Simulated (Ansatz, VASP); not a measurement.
## Two plane-wave programs on Cu

```
Cu
1.0
     2.48833    0.00000    0.00000
    -1.24416    2.15496    0.00000
     0.00000    0.00000    4.06371
Cu
2
Cartesian
  0.0000 1.5746 1.0159
  1.2442 0.5803 3.0478
```

Change from the starting cell: mode 5 frozen in at +0.138 Å and mode 6 at +0.000 Å (largest displacements).

Alike in both runs: task single point; functional LDA; k mesh 21 × 21 × 12; occupations gaussian, width 0.15 eV; no spin polarisation.

|  | VASP | Ansatz |
| --- | --- | --- |
| version | VASP 6.6.1 | Ansatz 0.2.0 |
| potentials or method | VASP PAW LDA potentials, release 64 (Cu), cutoff 520 eV | scalar-relativistic, plane waves, PAW |
| valence electrons in the cell | 22 | 38 |

|  | VASP | Ansatz | Ansatz less VASP |
| --- | --- | --- | --- |
| gap on the k mesh at the Fermi level (eV) | none | none | - |
| pressure (GPa) | 2.3 | 1.5 | -0.85 |
| traceless stress, the component that is largest in VASP (GPa) | -5.48 | -5.45 | +0.023 |
| rms of the force components (eV/Å) | 0.340 | 0.339 | -0.0006 |

Ansatz warns that its potentials were made for another functional, while VASP's fit it. LDA's correlation is that of Perdew and Zunger in VASP and of Perdew and Wang (1992) in Ansatz. Atom by atom the forces differ by 0.001 eV/Å (rms over components). A gap of «none» marks a metal or a gap that the smearing closes. VASP's potentials hold 22 valence electrons a cell and Ansatz's 38, so a difference there can come from the potentials and not from the codes.
